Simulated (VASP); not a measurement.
## VCr2Si2: single point with PBE+U

VCr2Si2:

```
Cr V Si
1.0
     3.15780    0.00000    0.00000
     1.57890   -5.13613    0.00000
     0.00000    0.00000   -7.74402
Cr V Si
4 2 4
Direct
  0.14200 0.71600 0.93100
  0.85800 0.28400 0.43100
  0.85800 0.28400 0.06900
  0.14200 0.71600 0.56900
  0.40600 0.18800 0.75000
  0.59400 0.81200 0.25000
  0.75500 0.49000 0.75000
  0.24500 0.51000 0.25000
  0.50000 0.00000 0.00000
  0.50000 0.00000 0.50000
```

* Program: VASP 6.6.1
* Task: single point
* Functional: PBE
* Potentials or basis: VASP PAW PBE potentials, release 64 (Cr_pv, V_sv, Si)
* Cutoff: 520 eV
* k mesh: 6 × 6 × 3
* Occupations: gaussian, width 0.1595 eV
* Spin: no spin polarisation
* Hubbard terms: V d U = 4.0 eV

```
Pressure               : 22.3 GPa
Largest force          : 2.709 eV/Å
Band gap on the k mesh : zero (band 45 reaches 10.88 eV, above the bottom of band 46 at 10.16 eV)
```

Forces in eV/Å, atoms in the order of the input:
```
Cr   0.000  1.084 -0.021
Cr   0.000 -1.084 -0.021
Cr   0.000 -1.084  0.021
Cr   0.000  1.084  0.021
V    0.000  1.306  0.000
V    0.000 -1.306  0.000
Si   0.000 -2.709  0.000
Si   0.000  2.709  0.000
Si   0.000  0.000  0.000
Si   0.000  0.000  0.000
```

Stress tensor (GPa, compression positive):
```
24.29  0.00  0.00
 0.00 19.25  0.00
 0.00  0.00 23.34
```

Levels at points of the mesh, in eV from the Fermi level:
```tsv
k point	band 43	band 44	band 45	band 46	band 47	band 48
(0.00, 0.00, 0.00)	-0.73	-0.38	-0.35	-0.34	-0.16	-0.01
(0.50, 0.00, 0.00)	-0.37	-0.15	0.24	0.32	0.70	0.78
(0.00, 0.50, 0.00)	-0.71	-0.36	-0.18	-0.08	-0.02	0.27
```

Eigenvalues of the final occupation matrices:
| site | spin | trace | eigenvalues |
| --- | --- | --- | --- |
| site 5 d | 1 | 1.67 | 0.18 0.23 0.34 0.44 0.49 |
| site 5 d | 2 | 1.67 | 0.18 0.23 0.34 0.44 0.49 |
| site 6 d | 1 | 1.67 | 0.18 0.23 0.34 0.44 0.49 |
| site 6 d | 2 | 1.67 | 0.18 0.23 0.34 0.44 0.49 |

Run time: 3.3 min on 1 thread of Intel(R) Xeon(R) Platinum 8488C (Sapphire Rapids), on a shared host, peak memory 0.31 GiB.

Caveat: U without spin polarisation on a metal has little footing; the U is typed as a test and isn't derived for this compound; forces of over 1 eV/Å act on the atoms, so gaps and moduli don't describe the material at rest. Spin polarisation is off, so any magnetic state and its effect on volume and gap are missing.
